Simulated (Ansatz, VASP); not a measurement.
**Two plane-wave programs on TiC**

```
Ti C
1.0
     0.00000    4.33278   -4.33278
     4.33278    4.33278    0.00000
     4.33278    0.00000   -4.33278
Ti C
8 8
Direct
  0.00000 0.00000 0.50000
  0.00000 0.50000 0.50000
  0.50000 0.00000 0.50000
  0.50000 0.50000 0.50000
  0.00000 0.00000 0.00000
  0.00000 0.50000 0.00000
  0.50000 0.00000 0.00000
  0.50000 0.50000 0.00000
  0.25000 0.75000 0.25000
  0.25000 0.25000 0.25000
  0.75000 0.75000 0.25000
  0.75000 0.25000 0.25000
  0.25000 0.75000 0.75000
  0.25000 0.25000 0.75000
  0.75000 0.75000 0.75000
  0.75000 0.25000 0.75000
```

Alike in both runs: task single point; functional PBE; k mesh 8 × 8 × 8; occupations gaussian, width 0.1 eV; no spin polarisation.

|  | VASP | Ansatz |
| --- | --- | --- |
| version | VASP 6.6.1 | Ansatz 0.2.0 |
| potentials or method | VASP PAW PBE potentials, release 64 (Ti_sv, C), cutoff 520 eV | scalar-relativistic, plane waves, PAW |
| valence electrons in the cell | 128 | 128 |

|  | VASP | Ansatz | Ansatz less VASP |
| --- | --- | --- | --- |
| gap on the k mesh at the Fermi level (eV) | none | none | - |
| pressure (GPa) | 0.0 | 0.0 | +0.03 |

A gap of «none» marks a metal or a gap that the smearing closes.
